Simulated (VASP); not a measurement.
# CuO (P4/mmm) in VASP: further runs, part 2 of 2

VASP 6.6.1. Earlier steps stand in the parts before.

### Step 3. Single point, PBEsol

This run uses another cell than the first one, of 10.77 Å³/atom.

INCAR

```
ALGO = Normal
EDIFF = 1E-7
ENCUT = 520
GGA = PS
ISIF = 2
ISMEAR = -1
LASPH = T
LCHARG = F
LREAL = F
LWAVE = F
NBANDS = 34
NELM = 80
PREC = Accurate
SIGMA = 0.05
```

KPOINTS

```
k-points
0
Gamma
  6 6 6
```

POSCAR

```
CuO
1.0
    4.1609370000      0.0000000000      0.0000000000
    0.0000000000      4.1609370000      0.0000000000
    0.0000000000      0.0000000000      3.7321372800
Cu O
3 3
Direct
    0.5000000000      0.0000000000      0.5000000000
    0.0000000000      0.5000000000      0.5000000000
    0.0000000000      0.0000000000      0.0000000000
    0.0000000000      0.0000000000      0.5000000000
    0.5000000000      0.0000000000      0.0000000000
    0.0000000000      0.5000000000      0.0000000000
```

Potentials or basis: VASP PAW PBE potentials, release 64 (Cu, O).

Command:

```console
$ cat potpaw_PBE.64/Cu/POTCAR potpaw_PBE.64/O/POTCAR > POTCAR
$ mpirun -np 1 vasp_std > vasp.out
```

OUTCAR:

```text
EDIFF = 1E-7
   ENCUT = 520
   GGA = PS
   ISIF = 2
   ISMEAR = -1
   LASPH = T
   LREAL = F
   NELM = 80
   PREC = Accurate

 ion  position               nearest neighbor table
   1  0.500  0.000  0.500-   5 1.87   5 1.87   4 2.08   4 2.08
   2  0.000  0.500  0.500-   6 1.87   6 1.87   4 2.08   4 2.08
   3  0.000  0.000  0.000-   4 1.87   4 1.87   6 2.08   5 2.08   6 2.08   5 2.08
   4  0.000  0.000  0.500-   3 1.87   3 1.87   1 2.08   2 2.08   2 2.08   1 2.08
   5  0.500  0.000  0.000-   1 1.87   1 1.87   3 2.08   3 2.08
   6  0.000  0.500  0.000-   2 1.87   2 1.87   3 2.08   3 2.08

  LATTYP: Found a simple tetragonal cell.
 ALAT       =     4.1609370000
 C/A-ratio  =     0.8969463561

  Lattice vectors:

 A1 = (   4.1609370000,   0.0000000000,   0.0000000000)
 A2 = (   0.0000000000,   4.1609370000,   0.0000000000)
 A3 = (   0.0000000000,   0.0000000000,   3.7321372800)

Analysis of symmetry for initial positions (statically):
=====================================================================
 Subroutine PRICEL returns:
[... 182 lines left out ...]
 cond. band min:       4.4693483593   @ k =   0.1667   0.1667   0.5000
 fundamental gap:      0.0046252982
 Fermi energy:         4.4665899168

 k-point     1 :       0.0000    0.0000    0.0000
  band No.  band energies     occupation
      1     -15.6185      2.00000
      2     -13.5798      2.00000
      3     -13.2278      2.00000
      4      -1.7365      2.00000
      5      -1.6867      2.00000
      6      -1.6867      2.00000
[... 877 lines left out ...]
     33      15.9917      0.00000
     34      16.4998      0.00000

 [... further k-points ...]

------------------------ aborting loop because EDIFF is reached ----------------------------------------

  FORCE on cell =-STRESS in cart. coord.  units (eV):
  Direction    XX          YY          ZZ          XY          YZ          ZX
  --------------------------------------------------------------------------------------
  -------------------------------------------------------------------------------------
  Total        0.7244423      0.7244423      4.9488263      0.0000000     -0.0000000      0.0000000
  in kB       17.9628193     17.9628193    122.7080072      0.0000000     -0.0000000      0.0000000
  external PRESSURE =      52.8778820 kB  Pullay stress =       0.0000000 kB

 VOLUME and BASIS-vectors are now :
 -----------------------------------------------------------------------------
  energy-cutoff  :      520.00
  volume of cell :       64.62
      direct lattice vectors                 reciprocal lattice vectors
     4.160937000  0.000000000  0.000000000     0.240330483  0.000000000  0.000000000
     0.000000000  4.160937000  0.000000000     0.000000000  0.240330483  0.000000000
     0.000000000  0.000000000  3.732137280     0.000000000  0.000000000  0.267942984

 POSITION                                       TOTAL-FORCE (eV/Angst)
 -----------------------------------------------------------------------------------
      2.08047      0.00000      1.86607         0.000000      0.000000      0.000000
      0.00000      2.08047      1.86607         0.000000      0.000000      0.000000
      0.00000      0.00000      0.00000         0.000000      0.000000      0.000000
      0.00000      0.00000      1.86607         0.000000      0.000000      0.000000
      2.08047      0.00000      0.00000         0.000000      0.000000      0.000000
      0.00000      2.08047      0.00000         0.000000      0.000000      0.000000
 -----------------------------------------------------------------------------------
    total drift:                                0.000000      0.000000     -0.000000

  FREE ENERGIE OF THE ION-ELECTRON SYSTEM (eV)
  ---------------------------------------------------
  free  energy   TOTEN  =       -30.5113195436 eV

  energy  without entropy=      -30.4752566902  energy(sigma->0) =      -30.49328812
```

OSZICAR:

```text
N       E                     dE             d eps       ncg     rms          rms(c)
DAV:   1     0.539200863806E+03    0.53920E+03   -0.23768E+04  2864   0.232E+03
DAV:   2     0.544297317322E+02   -0.48477E+03   -0.45581E+03  2728   0.471E+02
DAV:   3    -0.347025429700E+02   -0.89132E+02   -0.84065E+02  3418   0.218E+02
[... 10 lines left out ...]
DAV:  14    -0.305113393120E+02    0.27339E-03   -0.13853E-03  3882   0.121E+00    0.714E-02
DAV:  15    -0.305113203767E+02    0.18935E-04   -0.29761E-04  4132   0.394E-01    0.147E-02
DAV:  16    -0.305113243656E+02   -0.39889E-05   -0.27164E-05  3994   0.543E-02    0.178E-02
DAV:  17    -0.305113194661E+02    0.48995E-05   -0.77546E-06  4830   0.445E-02    0.177E-03
DAV:  18    -0.305113195688E+02   -0.10273E-06   -0.18831E-06  3548   0.112E-02    0.129E-03
DAV:  19    -0.305113195436E+02    0.25224E-07   -0.39363E-08  1708   0.403E-03
   1 F= -.30511320E+02 E0= -.30493288E+02  d E =-.360629E-01
```

stdout:

```text
POSCAR found type information on POSCAR CuO
 POSCAR found :  2 types and       6 ions
 scaLAPACK will be used
 -----------------------------------------------------------------------------
|                                                                             |
|                                                                             |
|     You enforced a specific xc type in the INCAR file but a different       |
|     I HOPE YOU KNOW WHAT YOU ARE DOING!                                     |
|                                                                             |
 -----------------------------------------------------------------------------

 LDA part: xc-table for (Slater+PW92), standard interpolation
 POSCAR, INCAR and KPOINTS ok, starting setup
 FFT: planning ... GRIDC
 FFT: planning ... GRID_SOFT
 FFT: planning ... GRID
 WAVECAR not read
 entering main loop
```

Wall time 55 s (1 thread of Intel Xeon Platinum 8488C (Sapphire Rapids), shared host); peak memory 0.21 GiB.

What came out:

```yaml
Free_energy: -30.5113 eV
Pressure: 5.3 GPa
Band_gap_on_the_k_mesh: zero (an odd number of electrons rules out a gap without spin polarisation)
```

Levels at points of the mesh, in eV from the Fermi level:
| k point | band 24 | band 25 | band 26 | band 27 | band 28 | band 29 |
| --- | --- | --- | --- | --- | --- | --- |
| (0.00, 0.00, 0.00) | -1.77 | -1.65 | -1.50 | -1.35 | 1.60 | 6.38 |
| (0.50, 0.00, 0.00) | -1.48 | -1.20 | -0.70 | -0.59 | 4.04 | 4.17 |
| (0.50, 0.50, 0.00) | -1.07 | -0.48 | -0.48 | 0.81 | 3.74 | 6.49 |
| (0.00, 0.00, 0.50) | -0.70 | -0.13 | -0.13 | 0.03 | 5.62 | 7.01 |
| (0.50, 0.00, 0.50) | -0.38 | -0.04 | 1.32 | 1.38 | 4.79 | 6.93 |
| (0.50, 0.50, 0.50) | 1.17 | 1.38 | 1.38 | 1.51 | 1.83 | 6.98 |

Caveat: the stress differs along the axes, from 2 to 12 GPa; the PAW data sets were made with another functional, which shifts forces and pressure a little; an odd number of electrons without spin polarisation forces a metal; a magnetic or distorted state may lie lower; semilocal functionals often make such compounds metallic where correlation or magnetic order opens a gap, which also shifts bond lengths.

### Step 4. Single point, PBEsol

This run uses another cell than the first one, of the same volume but with other edges.

INCAR

```
SYSTEM = CuO
  PREC = Accurate
  ENCUT = 520
  EDIFF = 1E-6
  ISMEAR = -1
  SIGMA = 0.05
  LREAL = .False.
  LASPH = .True.
  NELM = 60
  ALGO = Normal
  ISIF = 2
  LWAVE = .False.
  LCHARG = .False.
  GGA = PS
  NBANDS = 34
```

KPOINTS

```
Automatic mesh
0
Gamma
  6 6 6
  0 0 0
```

POSCAR: that of step 3 with these lines changed.

```diff
@@ -4,3 +4,3 @@
     0.0000000000      4.1609370000      0.0000000000
-    0.0000000000      0.0000000000      3.7321372800
+    0.0000000000      0.0000000000      3.8098901400
 Cu O
```

Command:

```console
$ cat potpaw_PBE.64/Cu/POTCAR potpaw_PBE.64/O/POTCAR > POTCAR
$ mpirun -np 1 vasp_std > vasp.out
```

Wall time 52 s (1 thread of Intel Xeon Platinum 8488C (Sapphire Rapids), shared host); peak memory 0.21 GiB.

It converged, with:

```yaml
Free_energy: -30.5674 eV
Pressure: -0.3 GPa
Band_gap_on_the_k_mesh: zero (an odd number of electrons rules out a gap without spin polarisation)
```

Stress tensor (GPa, compression positive):
```
-0.96  0.00  0.00
 0.00 -0.96  0.00
 0.00  0.00  1.10
```

Levels at points of the mesh, in eV from the Fermi level:
| k point | band 22 | band 23 | band 24 | band 25 | band 26 | band 27 | band 28 | band 29 | band 30 | band 31 |
| --- | --- | --- | --- | --- | --- | --- | --- | --- | --- | --- |
| (0.00, 0.00, 0.00) | -1.75 | -1.59 | -1.59 | -1.57 | -1.48 | -1.35 | 1.44 | 6.22 | 7.74 | 8.84 |
| (0.50, 0.00, 0.00) | -1.70 | -1.59 | -1.47 | -1.06 | -0.70 | -0.58 | 3.99 | 4.01 | 8.56 | 8.63 |
| (0.50, 0.50, 0.00) | -1.41 | -1.35 | -0.88 | -0.46 | -0.46 | 0.92 | 3.67 | 6.38 | 6.38 | 8.52 |
| (0.00, 0.00, 0.50) | -1.07 | -1.07 | -0.70 | -0.14 | -0.14 | 0.03 | 5.35 | 6.87 | 7.63 | 7.63 |
| (0.50, 0.00, 0.50) | -1.01 | -0.84 | -0.41 | -0.05 | 1.30 | 1.31 | 4.71 | 6.71 | 7.48 | 8.20 |
| (0.50, 0.50, 0.50) | -0.34 | 0.20 | 1.23 | 1.36 | 1.36 | 1.40 | 1.86 | 6.95 | 8.28 | 8.28 |

Caveat: the PAW data sets were made with another functional, which shifts forces and pressure a little; an odd number of electrons without spin polarisation forces a metal; a magnetic or distorted state may lie lower; semilocal functionals often make such compounds metallic where correlation or magnetic order opens a gap, which also shifts bond lengths.

### Step 5. Single point, PBEsol

This run uses another cell than the first one, of 11.11 Å³/atom.

INCAR

```
  ALGO = Normal
  EDIFF = 1E-6
  ENCUT = 520
  GGA = PS
  ISIF = 2
  ISMEAR = -1
  LASPH = T
  LCHARG = T
  LELF = T
  LREAL = F
  LVHAR = T
  LWAVE = F
  NBANDS = 34
  NELM = 100
  PREC = Accurate
  SIGMA = 0.05
```

KPOINTS

```
k-points
0
Gamma
  6 6 6
```

POSCAR: that of step 4 with these lines changed.

```diff
@@ -4,3 +4,3 @@
     0.0000000000      4.1609370000      0.0000000000
-    0.0000000000      0.0000000000      3.8098901400
+    0.0000000000      0.0000000000      3.8487665700
 Cu O
```

Command:

```console
$ cat potpaw_PBE.64/Cu/POTCAR potpaw_PBE.64/O/POTCAR > POTCAR
$ mpirun -np 1 vasp_std > vasp.out
```

It took 57 s on 1 thread of Intel Xeon Platinum 8488C (Sapphire Rapids), shared host; peak memory 0.21 GiB.

Results (log left out):

* Free energy: -30.5631 eV
* Pressure: -2.7 GPa
* Band gap on the k mesh: zero (an odd number of electrons rules out a gap without spin polarisation)

Stress tensor (GPa, compression positive):
```
-2.26  0.00  0.00
 0.00 -2.26  0.00
 0.00  0.00 -3.53
```

Levels at points of the mesh, in eV from the Fermi level:
```csv
k point,band 23,band 24,band 25,band 26,band 27,band 28,band 29,band 30
"(0.00, 0.00, 0.00)",-1.54,-1.50,-1.50,-1.47,-1.35,1.36,6.14,7.64
"(0.50, 0.00, 0.00)",-1.55,-1.47,-1.00,-0.70,-0.58,3.91,3.99,8.55
"(0.50, 0.50, 0.00)",-1.37,-0.80,-0.45,-0.45,0.97,3.63,6.33,6.33
"(0.00, 0.00, 0.50)",-1.09,-0.70,-0.15,-0.15,0.03,5.22,6.80,7.64
"(0.50, 0.00, 0.50)",-0.82,-0.42,-0.05,1.28,1.29,4.68,6.60,7.50
"(0.50, 0.50, 0.50)",0.20,1.25,1.34,1.34,1.34,1.87,6.93,8.26
```

Caveat: the PAW data sets were made with another functional, which shifts forces and pressure a little; an odd number of electrons without spin polarisation forces a metal; a magnetic or distorted state may lie lower; semilocal functionals often make such compounds metallic where correlation or magnetic order opens a gap, which also shifts bond lengths.

### Step 6. Single point, PBEsol

This run uses another cell than the first one, of 11.22 Å³/atom.

INCAR

```
SYSTEM = CuO
PREC = Accurate ; ENCUT = 520
EDIFF = 1E-7 ; ISMEAR = -1
SIGMA = 0.05 ; LREAL = .FALSE.
LASPH = .TRUE. ; NELM = 80
ALGO = Normal ; ISIF = 2
LWAVE = .FALSE. ; LCHARG = .FALSE.
GGA = PS ; NBANDS = 34
```

KPOINTS

```
regular mesh
0
G
  6 6 6
  0 0 0
```

POSCAR: that of step 5 with these lines changed.

```diff
@@ -4,3 +4,3 @@
     0.0000000000      4.1609370000      0.0000000000
-    0.0000000000      0.0000000000      3.8487665700
+    0.0000000000      0.0000000000      3.8876430000
 Cu O
```

Potentials or basis: VASP PAW PBE potentials, release 64 (Cu, O).

Command:

```console
$ cat potpaw_PBE.64/Cu/POTCAR potpaw_PBE.64/O/POTCAR > POTCAR
$ mpirun -np 1 vasp_std > vasp.out
```

OUTCAR:

```text
SYSTEM = CuO
   PREC = Accurate
   ENCUT = 520
   EDIFF = 1E-7
   ISMEAR = -1
   LREAL = .FALSE.
   LASPH = .TRUE.
   NELM = 80
   ISIF = 2
   GGA = PS

 ion  position               nearest neighbor table
   1  0.500  0.000  0.500-   5 1.94   5 1.94   4 2.08   4 2.08
   2  0.000  0.500  0.500-   6 1.94   6 1.94   4 2.08   4 2.08
   3  0.000  0.000  0.000-   4 1.94   4 1.94   6 2.08   5 2.08   6 2.08   5 2.08
   4  0.000  0.000  0.500-   3 1.94   3 1.94   1 2.08   2 2.08   2 2.08   1 2.08
   5  0.500  0.000  0.000-   1 1.94   1 1.94   3 2.08   3 2.08
   6  0.000  0.500  0.000-   2 1.94   2 1.94   3 2.08   3 2.08

  LATTYP: Found a simple tetragonal cell.
 ALAT       =     4.1609370000
 C/A-ratio  =     0.9343191209

  Lattice vectors:

 A1 = (   4.1609370000,   0.0000000000,   0.0000000000)
 A2 = (   0.0000000000,   4.1609370000,   0.0000000000)
 A3 = (   0.0000000000,   0.0000000000,   3.8876430000)

Analysis of symmetry for initial positions (statically):
=====================================================================
[... 182 lines left out ...]
 val. band max:        3.9275860286   @ k =   0.5000   0.1667   0.5000
 cond. band min:       3.9360575072   @ k =   0.1667   0.1667   0.5000
 fundamental gap:      0.0084714786
 Fermi energy:         3.9356341303

 k-point     1 :       0.0000    0.0000    0.0000
  band No.  band energies     occupation
      1     -15.6986      2.00000
      2     -13.7109      2.00000
      3     -13.2898      2.00000
      4      -1.9461      2.00000
      5      -1.7928      2.00000
      6      -1.7928      2.00000
[... 877 lines left out ...]
     33      15.1084      0.00000
     34      16.0133      0.00000

 [... further k-points ...]

------------------------ aborting loop because EDIFF is reached ----------------------------------------

  FORCE on cell =-STRESS in cart. coord.  units (eV):
  Direction    XX          YY          ZZ          XY          YZ          ZX
  --------------------------------------------------------------------------------------
  -------------------------------------------------------------------------------------
  Total       -1.4583429     -1.4583429     -3.1809294      0.0000000      0.0000000      0.0000000
  in kB      -34.7137538    -34.7137538    -75.7174467      0.0000000      0.0000000      0.0000000
  external PRESSURE =     -48.3816514 kB  Pullay stress =       0.0000000 kB

 VOLUME and BASIS-vectors are now :
 -----------------------------------------------------------------------------
  energy-cutoff  :      520.00
  volume of cell :       67.31
      direct lattice vectors                 reciprocal lattice vectors
     4.160937000  0.000000000  0.000000000     0.240330483  0.000000000  0.000000000
     0.000000000  4.160937000  0.000000000     0.000000000  0.240330483  0.000000000
     0.000000000  0.000000000  3.887643000     0.000000000  0.000000000  0.257225265

 POSITION                                       TOTAL-FORCE (eV/Angst)
 -----------------------------------------------------------------------------------
      2.08047      0.00000      1.94382         0.000000      0.000000      0.000000
      0.00000      2.08047      1.94382         0.000000      0.000000      0.000000
      0.00000      0.00000      0.00000         0.000000      0.000000      0.000000
      0.00000      0.00000      1.94382         0.000000      0.000000      0.000000
      2.08047      0.00000      0.00000         0.000000      0.000000      0.000000
      0.00000      2.08047      0.00000         0.000000      0.000000      0.000000
 -----------------------------------------------------------------------------------
    total drift:                                0.000000      0.000000     -0.000000

  FREE ENERGIE OF THE ION-ELECTRON SYSTEM (eV)
  ---------------------------------------------------
  free  energy   TOTEN  =       -30.5405887735 eV

  energy  without entropy=      -30.4995705678  energy(sigma->0) =      -30.52007967
```

OSZICAR:

```text
N       E                     dE             d eps       ncg     rms          rms(c)
DAV:   1     0.537236786071E+03    0.53724E+03   -0.23561E+04  2824   0.228E+03
DAV:   2     0.528629391589E+02   -0.48437E+03   -0.45568E+03  2750   0.467E+02
DAV:   3    -0.347812003449E+02   -0.87644E+02   -0.82908E+02  3446   0.216E+02
[... 11 lines left out ...]
DAV:  15    -0.305406017433E+02   -0.34791E-05   -0.24750E-04  4182   0.221E-01    0.340E-02
DAV:  16    -0.305405902397E+02    0.11504E-04   -0.29308E-05  4140   0.945E-02    0.109E-02
DAV:  17    -0.305405890772E+02    0.11625E-05   -0.14555E-05  3818   0.306E-02    0.321E-03
DAV:  18    -0.305405888670E+02    0.21022E-06   -0.67833E-07  3668   0.863E-03    0.225E-03
DAV:  19    -0.305405887735E+02    0.93517E-07   -0.18030E-07  1982   0.568E-03
   1 F= -.30540589E+02 E0= -.30520080E+02  d E =-.410182E-01
```

It took 59 s on 1 thread of Intel Xeon Platinum 8488C (Sapphire Rapids), shared host; peak memory 0.22 GiB.

Results:

```yaml
Free_energy: -30.5406 eV
Pressure: -4.8 GPa
Band_gap_on_the_k_mesh: zero (an odd number of electrons rules out a gap without spin polarisation)
```

Levels at points of the mesh, in eV from the Fermi level:
```csv
k point,band 22,band 23,band 24,band 25,band 26,band 27,band 28,band 29,band 30,band 31
"(0.00, 0.00, 0.00)",-1.68,-1.50,-1.46,-1.42,-1.42,-1.35,1.29,6.07,7.54,8.79
"(0.50, 0.00, 0.00)",-1.63,-1.52,-1.47,-0.94,-0.70,-0.58,3.83,3.97,8.50,8.53
"(0.50, 0.50, 0.00)",-1.39,-1.33,-0.72,-0.45,-0.45,1.02,3.59,6.28,6.28,8.43
"(0.00, 0.00, 0.50)",-1.11,-1.11,-0.70,-0.15,-0.15,0.03,5.09,6.72,7.66,7.66
"(0.50, 0.00, 0.50)",-1.05,-0.81,-0.43,-0.05,1.24,1.28,4.64,6.49,7.52,8.13
"(0.50, 0.50, 0.50)",-0.34,0.21,1.27,1.28,1.33,1.33,1.88,6.91,8.24,8.24
```

Caveat: the cell stands under tension; the PAW data sets were made with another functional, which shifts forces and pressure a little; an odd number of electrons without spin polarisation forces a metal; a magnetic or distorted state may lie lower; semilocal functionals often make such compounds metallic where correlation or magnetic order opens a gap, which also shifts bond lengths. With open d or f shells a metallic result of PBEsol can be an artefact of self-interaction; +U or a hybrid may open a gap.

### Step 7. Summary

```tsv
level	U	cell	k mesh	gap on the mesh (eV)	pressure (GPa)
r2SCAN+U	Cu d U = 4.5 eV	a = 4.117, b = 4.117, c = 3.888 Å, 6 atoms	7 × 7 × 7	none	-4.4
PBEsol	-	a = 4.161, b = 4.161, c = 3.732 Å, 6 atoms	6 × 6 × 6	none	5.3
PBEsol	-	a = 4.161, b = 4.161, c = 3.810 Å, 6 atoms	6 × 6 × 6	none	-0.3
PBEsol	-	a = 4.161, b = 4.161, c = 3.849 Å, 6 atoms	6 × 6 × 6	none	-2.7
PBEsol	-	a = 4.161, b = 4.161, c = 3.888 Å, 6 atoms	6 × 6 × 6	none	-4.8
```

Alike in all rows: task single point; potentials or basis VASP PAW PBE potentials, release 64 (Cu, O); no spin polarisation; cutoff (eV) 520; smearing fermi-dirac 0.05 eV.

Caveats: the PAW data sets were made with another functional, which shifts forces and pressure a little; an odd number of electrons without spin polarisation forces a metal; a magnetic or distorted state may lie lower; semilocal functionals often make such compounds metallic where correlation or magnetic order opens a gap, which also shifts bond lengths (at least some runs); the cell stands under tension (at least some runs); U without spin polarisation on a metal has little footing (at least some runs); the stress differs along the axes, from 2 to 12 GPa (at least some runs).

Absolute energies hang on the potentials; compare differences alone.

The gap in the log of VASP goes by the Fermi energy; the results here count the filled bands.